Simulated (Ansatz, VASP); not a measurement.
# Two plane-wave programs on Cr2AsSe

```
CELL_PARAMETERS angstrom
3.30083 0.00000 0.00000
-1.65041 2.85860 0.00000
0.00000 0.00000 6.18727
ATOMIC_POSITIONS crystal
Cr 0.00000 0.00000 0.75091
Cr 0.00000 0.00000 0.24909
As 0.66667 0.33333 0.50000
Se 0.33333 0.66667 0.00000
```

Alike in both runs: functional PBE; k mesh 12 × 12 × 8; occupations gaussian, width 0.1 eV; no spin polarisation.

Ansatz relaxed the structure, and its values are those at the end. VASP's run is a single point on that final structure, the one shown.

|  | VASP | Ansatz |
| --- | --- | --- |
| version | VASP 6.6.1 | Ansatz 0.2.0 |
| potentials or method | VASP PAW PBE potentials, release 64 (Cr_pv, As, Se), cutoff 520 eV | scalar-relativistic, plane waves, PAW |
| valence electrons in the cell | 35 | 59 |

|  | VASP | Ansatz | Ansatz less VASP |
| --- | --- | --- | --- |
| gap on the k mesh at the Fermi level (eV) | none | none | - |
| pressure (GPa) | 0.2 | 0.0 | -0.16 |

A gap of «none» marks a metal or a gap that the smearing closes. VASP's potentials hold 35 valence electrons a cell and Ansatz's 59, so a difference there can come from the potentials and not from the codes.
